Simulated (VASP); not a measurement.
# Fe (P6_3/mmc) in VASP: relaxation of cell and atoms with PBE

Aim: the relaxation of cell and atoms of Fe with PBE.

Program: VASP 6.6.1. These are calculated values, not measurements. Logs are shortened: lines on timing, memory, paths and dates and some standing lists are left out, and cuts for length are marked.

## 1. The cell of the first run

The structure is hexagonal, space group P6_3/mmc (No. 194). The conventional cell has a = 2.521 Å, b = 2.521 Å, c = 4.388 Å, α = 90.00°, β = 90.00°, γ = 120.00°. Fe (site symmetry -6m2) has 12 Fe at 2.52 to 2.63 Å within 3.3 Å.

This isn't the form of Fe at room conditions, which is bcc.

## 2. Relaxation of cell and atoms, PBE, collinear spin, ferromagnetic start

Contents of INCAR:

```
ALGO = Normal ; EDIFF = 1E-7
EDIFFG = -0.01 ; ENCUT = 600
GGA = PE ; IBRION = 2
ISIF = 3 ; ISMEAR = 0
ISPIN = 2 ; LASPH = T
LCHARG = F ; LMAXMIX = 4
LORBIT = 11 ; LREAL = F
LWAVE = F ; MAGMOM = 2.87 2.87
NELM = 150 ; NSW = 80
PREC = Accurate ; SIGMA = 0.1
```

Contents of KPOINTS:

```
k-points
0
Gamma
  18 18 10
```

Contents of POSCAR:

```
Fe
1.0
    2.5211138976      0.0000000000      0.0000000000
   -1.2605569488      2.1833486811      0.0000000000
    0.0000000000      0.0000000000      4.3883545971
Fe
2
Direct
    0.3333333333      0.6666666667      0.2500000000
    0.6666666667      0.3333333333      0.7500000000
```

Potentials or basis: VASP PAW PBE potentials, release 64 (Fe).

Launch:

```console
> cat potpaw_PBE.64/Fe/POTCAR > POTCAR
> mpirun -np 1 vasp_std > vasp.out
```

OUTCAR:

```text
EDIFF = 1E-7
   EDIFFG = -0.01
   ENCUT = 600
   GGA = PE
   IBRION = 2
   ISIF = 3
   ISMEAR = 0
   ISPIN = 2
   LASPH = T
   LORBIT = 11
   LREAL = F
   NELM = 150
   NSW = 80
   PREC = Accurate

 ion  position               nearest neighbor table
   1  0.333  0.667  0.250-   2 2.63   2 2.63   2 2.63   2 2.63   2 2.63   2 2.63
   2  0.667  0.333  0.750-   1 2.63   1 2.63   1 2.63   1 2.63   1 2.63   1 2.63

  LATTYP: Found a hexagonal cell.
 ALAT       =     2.5211138976
 C/A-ratio  =     1.7406411512

  Lattice vectors:

 A1 = (   2.5211138976,   0.0000000000,   0.0000000000)
 A2 = (  -1.2605569488,   2.1833486811,   0.0000000000)
 A3 = (   0.0000000000,   0.0000000000,   4.3883545971)

Analysis of symmetry for initial positions (statically):
=====================================================================
 Subroutine PRICEL returns:
 Original cell was already a primitive cell.

 Routine SETGRP: Setting up the symmetry group for a
 hexagonal supercell.

 Subroutine GETGRP returns: Found 24 space group operations
 (whereof 12 operations were pure point group operations)
 out of a pool of 24 trial point group operations.

The static configuration has the point symmetry D_3d.
 The point group associated with its full space group is D_6h.

Analysis of symmetry for dynamics (positions and initial velocities):
=====================================================================
 Subroutine PRICEL returns:
 Original cell was already a primitive cell.

 Routine SETGRP: Setting up the symmetry group for a
 hexagonal supercell.

 Subroutine GETGRP returns: Found 24 space group operations
 (whereof 12 operations were pure point group operations)
 out of a pool of 24 trial point group operations.

The dynamic configuration has the point symmetry D_3d.
 The point group associated with its full space group is D_6h.

Analysis of structural, dynamic, and magnetic symmetry:
=====================================================================
 Subroutine PRICEL returns:
 Original cell was already a primitive cell.

 Routine SETGRP: Setting up the symmetry group for a
 hexagonal supercell.

 Subroutine GETGRP returns: Found 24 space group operations
 (whereof 12 operations were pure point group operations)
 out of a pool of 24 trial point group operations.

The overall configuration has the point symmetry D_3d.
 The point group associated with its full space group is D_6h.

 Subroutine INISYM returns: Found 24 space group operations
 (whereof 12 operations are pure point group operations),
 and found     1 'primitive' translations

[... 125 lines left out ...]
 conjugate gradient relaxation of ions
 spin polarized calculation
 Gauss-broadening in eV      SIGMA  =   0.10
  energy-cutoff  :      600.00
  volume of cell :       24.16
 maximum number of plane-waves:       831
   NGX = 11   NGY = 11   NGZ = 17

--------------------------------------- Ionic step        1  -------------------------------------------

 number of electron      16.0000001 magnetization       5.1738182

 Free energy of the ion-electron system (eV)
  ---------------------------------------------------
  ext. energy  EPLUGINS =         0.00000000
  ---------------------------------------------------
  free energy    TOTEN  =       -16.09761156 eV

  energy without entropy =      -16.08427808  energy(sigma->0) =      -16.09094482

------------------------ aborting loop because EDIFF is reached ----------------------------------------

  FORCE on cell =-STRESS in cart. coord.  units (eV):
  Direction    XX          YY          ZZ          XY          YZ          ZX
  --------------------------------------------------------------------------------------
  -------------------------------------------------------------------------------------
  Total        0.0031013      0.0031013     -0.1377711      0.0000000     -0.0000000      0.0000000
  in kB        0.2057009      0.2057009     -9.1380069      0.0000000     -0.0000000      0.0000000
  external PRESSURE =      -2.9088684 kB  Pullay stress =       0.0000000 kB
[... 95 lines left out ...]
--------------------------------------- Ionic step        4  -------------------------------------------

 number of electron      15.9999998 magnetization       5.1729699

 Free energy of the ion-electron system (eV)
  ---------------------------------------------------
  ext. energy  EPLUGINS =         0.00000000
  ---------------------------------------------------
  free energy    TOTEN  =       -16.09784503 eV

  energy without entropy =      -16.08452544  energy(sigma->0) =      -16.09118523

 E-fermi :   5.4635     XC(G=0): -12.7595

 val. band max:        5.4634862394   @ k =   0.2222   0.1111   0.2000
 cond. band min:       5.4647337843   @ k =   0.1111   0.0556   0.3000
 fundamental gap:      0.0012475449
 Fermi energy:         5.4634869061

 spin component 1

 k-point     1 :       0.0000    0.0000    0.0000
  band No.  band energies     occupation
      1      -2.9127      1.00000
      2       0.5983      1.00000
      3       2.8609      1.00000
      4       3.1198      1.00000
      5       3.1198      1.00000
      6       3.3557      1.00000
      7       3.3557      1.00000
      8       3.8751      1.00000
      9       3.8751      1.00000
     10       4.7146      1.00000
     11       4.7146      1.00000
     12       4.7175      1.00000
     13      10.6975      0.00000
     14      26.9577      0.00000
[... 403 lines left out ...]
      4       2.8538      1.00000
      5       2.9778      1.00000
      6       3.0472      1.00000
      7       3.4249      1.00000
      8       4.7227      1.00000
      9       4.8624      1.00000
     10       5.1078      1.00000
     11       6.8584      0.00000
     12      10.1773      0.00000
     13      13.9177      0.00000
     14      14.6557      0.00000
     15      17.9100      0.00000

 [... further k-points ...]

 spin component 2

 k-point     1 :       0.0000    0.0000    0.0000
  band No.  band energies     occupation
      1      -2.6251      1.00000
      2       1.8576      1.00000
      3       4.9060      1.00000
      4       4.9763      1.00000
      5       5.5469      0.11898
      6       5.5469      0.11898
      7       5.8415      0.00000
      8       5.8415      0.00000
      9       6.7782      0.00000
     10       6.7782      0.00000
     11       7.7529      0.00000
     12       7.7529      0.00000
     13      12.3480      0.00000
     14      26.6842      0.00000
[... 444 lines left out ...]
  FREE ENERGIE OF THE ION-ELECTRON SYSTEM (eV)
  ---------------------------------------------------
  free  energy   TOTEN  =       -16.0978450286 eV

  energy  without entropy=      -16.0845254377  energy(sigma->0) =      -16.09118523

 reached required accuracy - stopping structural energy minimisation

 total charge

# of ion       s       p       d       tot
------------------------------------------
    1        0.474   0.486   6.204   7.164
    2        0.474   0.486   6.204   7.164
--------------------------------------------------
tot          0.947   0.972  12.408  14.328

 magnetization (x)

# of ion       s       p       d       tot
------------------------------------------
    1       -0.015  -0.034   2.623   2.574
    2       -0.015  -0.034   2.623   2.574
--------------------------------------------------
tot         -0.031  -0.068   5.245   5.147
```

CONTCAR:

```text
Fe
   1.00000000000000
     2.5234363297509725   -0.0000000000000000    0.0000000000000000
    -1.2617181648754863    2.1853599663411543    0.0000000000000000
    -0.0000000000000000   -0.0000000000000000    4.3731128481655208
  Fe
     2
Direct
     0.3333333332999970    0.6666666667000030    0.2500000000000000
     0.6666666667000030    0.3333333332999970    0.7500000000000000

  0.00000000E+00  0.00000000E+00  0.00000000E+00
  0.00000000E+00  0.00000000E+00  0.00000000E+00
```

Run time: 3.2 min. Hardware: 1 thread of AMD EPYC 9R45 (Zen 5), shared host; peak memory 0.24 GiB.

What came out:

```yaml
Free_energy: -16.0978 eV
Relaxed_volume: 12.06 Å³/atom
Relaxed_cell: a = 2.523 Å, b = 2.523 Å, c = 4.373 Å, α = 90.00°, β = 90.00°, γ = 120.00°
Space_group_after_relaxing_to_0.1_Å: P6_3/mmc (No. 194)
Energy_gained_by_relaxing: 0.1 meV/atom
Ionic_steps: 4
Pressure_after_relaxing: -0.1 GPa
Net_moment: 5.17 μB per cell
Site_moments: Fe +2.57 μB
Valence_electrons_inside_the_program's_atomic_spheres: Fe 7.16
```

The path:
```csv
step,energy change (eV),largest force (eV/Å),pressure (GPa),volume (Å³)
1,0.0000,0.0000,-0.29,24.16
2,-0.0002,0.0000,0.20,24.08
3,-0.0002,0.0000,0.16,24.08
4,-0.0002,0.0000,-0.05,24.12
```

Final structure:
```
Fe
1.0
     2.52344    0.00000    0.00000
    -1.26172    2.18536    0.00000
     0.00000    0.00000    4.37311
Fe
2
Cartesian
  0.0000 1.4569 1.0933
  1.2617 0.7285 3.2798
```

Levels at points of the mesh, in eV from the Fermi level:
Spin up:
| k point | band 8 | band 9 | band 10 | band 11 | band 12 | band 13 | band 14 | band 15 |
| --- | --- | --- | --- | --- | --- | --- | --- | --- |
| (0.00, 0.00, 0.00) | -1.59 | -1.59 | -0.75 | -0.75 | -0.75 | 5.23 | 21.49 | 21.78 |
| (0.50, 0.00, 0.00) | -0.64 | -0.31 | -0.21 | 1.54 | 3.47 | 8.73 | 9.34 | 11.66 |
| (0.00, 0.00, 0.50) | -2.36 | -1.03 | -1.03 | -1.03 | -1.03 | 12.52 | 12.52 | 22.12 |
| (0.50, 0.00, 0.50) | -0.80 | -0.25 | -0.25 | 1.61 | 1.61 | 7.10 | 7.10 | 17.19 |
Spin down:
| k point | band 1 | band 2 | band 3 | band 4 | band 5 | band 6 | band 7 | band 8 | band 9 | band 10 |
| --- | --- | --- | --- | --- | --- | --- | --- | --- | --- | --- |
| (0.00, 0.00, 0.00) | -8.09 | -3.61 | -0.56 | -0.49 | 0.08 | 0.08 | 0.38 | 0.38 | 1.31 | 1.31 |
| (0.50, 0.00, 0.00) | -3.04 | -2.73 | -2.32 | -1.02 | -0.21 | 0.04 | 0.34 | 2.43 | 2.46 | 2.57 |
| (0.00, 0.00, 0.50) | -6.10 | -6.10 | -0.99 | -0.99 | 0.10 | 0.10 | 0.10 | 0.10 | 1.95 | 1.95 |
| (0.50, 0.00, 0.50) | -3.11 | -3.11 | -1.60 | -1.60 | 0.91 | 0.91 | 1.27 | 1.27 | 2.52 | 2.52 |
